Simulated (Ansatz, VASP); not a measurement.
**Sc3BP2: VASP beside Ansatz**

```
Sc B P
1.0
     3.64512    0.00000    0.00000
     0.00000    3.64512    0.00000
     0.00000    0.00000    7.36828
Sc B P
3 1 2
Direct
  0.50000 0.00000 0.65351
  0.00000 0.50000 0.34649
  0.50000 0.50000 0.00000
  0.00000 0.00000 0.00000
  0.50000 0.00000 0.28721
  0.00000 0.50000 0.71279
```

Change from the starting cell: species swapped into the Ti2CuSb3 type (P-4m2, No. 115).

Alike in both runs: functional PBE; k mesh 5 × 5 × 2; occupations gaussian, width 0.2 eV; no spin polarisation.

Ansatz relaxed the structure, and its values are those at the end. VASP's run is a single point on that final structure, the one shown.

```csv
,VASP,Ansatz
version,VASP 6.6.1,Ansatz 0.2.0
potentials or method,"VASP PAW PBE potentials, release 64 (Sc_sv, B, P), cutoff 520 eV","scalar-relativistic, plane waves, PAW"
valence electrons in the cell,46,46
```

Ansatz gave:

```
gap on the k mesh at the Fermi level (eV) : none
pressure (GPa)                            : -0.1
rms of the force components (eV/Å)        : 0.017
```

**Question.** What did VASP give for the same quantities?

**Answer.** gap on the k mesh at the Fermi level (eV): none; pressure (GPa): 0.1; rms of the force components (eV/Å): 0.018.

A gap of «none» marks a metal or a gap that the smearing closes.

The k mesh is coarse, so the values compare programs but aren't converged.
